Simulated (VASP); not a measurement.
Wanted: the native input for a VASP 6.6.1 run.

| Property | Result |
| --- | --- |
| Task | single point |
| Functional | LDA |
| Potentials or basis | VASP PAW LDA potentials, release 64 (Si) |
| Cutoff | 520 eV |
| k mesh | 15 × 15 × 1 |
| Occupations | gaussian, width 0.1 eV |
| Spin | no spin polarisation |
| Dipole correction | yes |
| Further INCAR settings | ALGO = Normal; EDIFF = 1e-07; NBANDS = 11 |

The structure of Si lies in POSCAR:

```
Si
1.0
    3.8920000000      0.0000000000      0.0000000000
   -1.9460000000      3.3705708715      0.0000000000
    0.0000000000      0.0000000000     28.0000000000
Si
2
Direct
    0.3333333333      0.6666666667      0.5000000000
    0.6666666667      0.3333333333      0.5000000000
```

These files were run (other wordings do the same):

INCAR

```
SYSTEM = Si
ALGO     = Normal         ! electronic algorithm
DIPOL    = 0.5 0.5 0.500
EDIFF    = 1E-7           ! SCF threshold, eV
ENCUT    = 520            ! plane-wave cutoff, eV
GGA      = CA             ! functional
IDIPOL   = 3            
ISIF     = 2              ! what is computed and relaxed
ISMEAR   = 0              ! smearing method
LASPH    = .True.         ! aspherical terms in the spheres
LCHARG   = .True.         ! write CHGCAR
LDIPOL   = .True.       
LELF     = .True.         ! ELF
LREAL    = .False.        ! projectors in reciprocal space
LVACPOTAV= .True.       
LVHAR    = .True.       
LWAVE    = .False.        ! write WAVECAR
NBANDS   = 11             ! bands
NELM     = 60             ! most SCF steps
PREC     = Accurate       ! precision mode
SIGMA    = 0.1            ! smearing width, eV
```

KPOINTS

```
k-points
0
Gamma
  15 15 1
  0 0 0
```

Potentials or basis: VASP PAW LDA potentials, release 64 (Si).

Launch:

```bash
$ cat potpaw_LDA.64/Si/POTCAR > POTCAR
$ mpirun -np 1 vasp_std > vasp.out
```

Results of the run:

```
Band gap on the k mesh          : zero (filled and empty bands touch)
Work function of the upper face : 4.78 eV
Work function of the lower face : 4.78 eV
```

Run time: 3.3 min on 1 thread of AMD EPYC 7R43 64-Core Processor (Zen 3), with other jobs on the host, peak memory 0.34 GiB.
